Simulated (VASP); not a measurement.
**TePb: single point with r2SCAN**

Crystal: TePb.

```xyz
2
Lattice="0.0000 3.1371 3.1371 3.1371 0.0000 3.1371 3.1371 3.1371 0.0000" Properties=species:S:1:pos:R:3 pbc="T T T"
Pb    0.0000    0.0000    0.0000
Te    3.1371    3.1371    3.1371
```

This cell differs from its parent crystal: strain -4.0%.

| Item | Value |
| --- | --- |
| Program | VASP 6.6.1 |
| Task | single point |
| Functional | r2SCAN |
| Potentials or basis | VASP PAW PBE potentials, release 64 (Pb_d, Te) |
| Cutoff | 520 eV |
| k mesh | 8 × 8 × 8 |
| Occupations | gaussian, width 0.01 eV |
| Spin | no spin polarisation |
| Dipole correction | no |
| Further INCAR settings | ALGO = Normal; EDIFF = 1e-06; NBANDS = 17 |

| Item | Value |
| --- | --- |
| Pressure | 6.8 GPa |
| Band gap on the k mesh | 0.79 eV |

Levels at points of the mesh, in eV from the valence-band top:
| k point | band 8 | band 9 | band 10 | band 11 | band 12 | band 13 |
| --- | --- | --- | --- | --- | --- | --- |
| (0.00, 0.00, 0.00) | -1.94 | -1.94 | -1.94 | 4.38 | 4.38 | 4.38 |
| (0.50, 0.00, 0.00) | -1.38 | -1.38 | 0.00 | 0.79 | 1.09 | 1.09 |
| (0.50, 0.50, 0.00) | -5.52 | -3.60 | -3.60 | 3.12 | 6.11 | 6.11 |

Wall time 2.6 min on 1 thread of Intel Xeon 8259CL (shared host), peak memory 0.23 GiB.

Caveat: the cell differs from its parent crystal (strain -4.0%); the cell stands under pressure; the PAW data sets were made with another functional, which shifts forces and pressure a little; spin-orbit coupling is left out, which moves the levels of the heavy elements. A k mesh can miss the band edges.
